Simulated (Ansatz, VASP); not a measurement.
One calculation of Al, two programs

Contents of INCAR:

```
SYSTEM = Al
PREC     = Accurate       ! precision mode
ENCUT    = 500            ! plane-wave cutoff, eV
EDIFF    = 1E-6           ! SCF threshold, eV
ISMEAR   = 0              ! smearing method
SIGMA    = 0.15           ! smearing width, eV
LREAL    = .FALSE.        ! projectors in reciprocal space
LASPH    = .TRUE.         ! aspherical terms in the spheres
NELM     = 120            ! most SCF steps
ALGO     = Normal         ! electronic algorithm
ISIF     = 2              ! what is computed and relaxed
LWAVE    = .FALSE.        ! write WAVECAR
LCHARG   = .FALSE.        ! write CHGCAR
GGA      = PS             ! functional
NBANDS   = 14             ! bands
GGA_COMPAT= .FALSE.
```

File KPOINTS:

```
Automatic mesh
0
G
  22 22 7
  0 0 0
```

The input POSCAR:

```
Al
1.0
   -1.6064390039      1.6064390039     -1.6064390039
   -1.6064390039     -1.6064390039      1.6064390039
   -0.1606439004      6.5863999159      6.2651121151
Al
4
Direct
   -0.0875000000      0.0000000000      0.8750000000
    0.4875000000      0.5000000000      0.1250000000
   -0.0375000000      0.0000000000      0.3750000000
    0.4375000000      0.5000000000      0.6250000000
```

Input for Ansatz:

```yaml
crystal:
  lattice:
    - [-1.6064390039, 1.6064390039, -1.6064390039]
    - [-1.6064390039, -1.6064390039, 1.6064390039]
    - [-0.1606439004, 6.5863999159, 6.2651121151]
  atoms:
    - { symbol: Al, position: [-0.0875, 0.0, 0.875] }
    - { symbol: Al, position: [0.4875, 0.5, 0.125] }
    - { symbol: Al, position: [-0.0375, 0.0, 0.375] }
    - { symbol: Al, position: [0.4375, 0.5, 0.625] }
basis:
  ecutwfc: 420
kpoints:
  mp_grid: { grid: [22, 22, 7] }
hamiltonian:
  xc: pbesol
scf:
  occupations: { method: gaussian, width: 0.15 }
output:
  forces: true
  stress: true
  eigenvalues: true
```

Alike in both runs: task single point; functional PBEsol; k mesh 22 × 22 × 7; occupations gaussian, width 0.15 eV; no spin polarisation.

|  | VASP | Ansatz |
| --- | --- | --- |
| version | VASP 6.6.1 | Ansatz 0.2.0 |
| potentials or method | VASP PAW PBE potentials, release 64 (Al), cutoff 500 eV | scalar-relativistic, plane waves, PAW |
| valence electrons in the cell | 12 | 12 |

```tsv
	VASP	Ansatz	Ansatz less VASP
gap on the k mesh at the Fermi level (eV)	none	none	-
pressure (GPa)	0.1	0.0	-0.06
traceless stress, the component that is largest in VASP (GPa)	0.51	0.51	-0.003
rms of the force components (eV/Å)	0.072	0.072	-0.0004
```

VASP's potentials were made for PBE, not for PBEsol. Atom by atom the forces differ by 0.000 eV/Å (rms over components). A gap of «none» marks a metal or a gap that the smearing closes. The functional is the same, so the differences come from potentials, cutoffs and numerics.
